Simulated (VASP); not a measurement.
Set up this calculation in VASP 6.6.1, as the native input.

```yaml
Task: single point
Functional: PBEsol
Potentials_or_basis: VASP PAW PBE potentials, release 64 (W_sv, Se)
Cutoff: 520 eV
k_mesh: 11 × 11 × 3
Occupations: fermi-dirac, width 0.08 eV
Spin: no spin polarisation
Dipole_correction: no
Further_INCAR_settings: ALGO = Normal; EDIFF = 1e-06; NBANDS = 35
```

The structure of WSe2 lies in POSCAR:

```
WSe2
1.0
    3.3009287582      0.0000000000      0.0000000000
   -1.6504643790      2.8586881606      0.0000000000
    0.0000000000      0.0000000000     13.0130900175
W Se
2 4
Direct
    0.3333333333      0.6666666667      0.2500000000
    0.6666666667      0.3333333333      0.7500000000
    0.3333333333      0.6666666667      0.6210000000
    0.6666666667      0.3333333333      0.1210000000
    0.3333333333      0.6666666667      0.8790000000
    0.6666666667      0.3333333333      0.3790000000
```

One way to write it, as run:

INCAR

```
SYSTEM = WSe2
  ALGO = Normal
  EDIFF = 1E-6
  ENCUT = 520
  GGA = PS
  ISIF = 2
  ISMEAR = -1
  LASPH = .TRUE.
  LCHARG = .TRUE.
  LELF = .TRUE.
  LREAL = .FALSE.
  LVHAR = .TRUE.
  LWAVE = .FALSE.
  NBANDS = 35
  NELM = 100
  PREC = Accurate
  SIGMA = 0.08
```

KPOINTS

```
k-points
0
G
  11 11 3
  0 0 0
```

Potentials or basis: VASP PAW PBE potentials, release 64 (W_sv, Se).

Run with:

```bash
$ cat potpaw_PBE.64/W_sv/POTCAR potpaw_PBE.64/Se/POTCAR > POTCAR
$ mpirun -np 1 vasp_std > vasp.out
```

Results of the run:

| Quantity | Value |
| --- | --- |
| Pressure | -2.2 GPa |
| Largest force | 0.233 eV/Å |
| Band gap on the k mesh | 0.92 eV (least direct gap 1.71 eV) |

Caveat: the PAW data sets were made with another functional, which shifts forces and pressure a little; spin-orbit coupling is left out, which moves the levels of the heavy elements; an odd mesh through Γ misses points on the zone boundary, where band edges can lie; this functional lacks dispersion, which binds the layers, so the pressure and a relaxed spacing across them are unreliable.

Run time: 2.1 min on 1 thread of AMD EPYC 7R13 Processor (Zen 3), with other jobs on the host, peak memory 0.28 GiB.
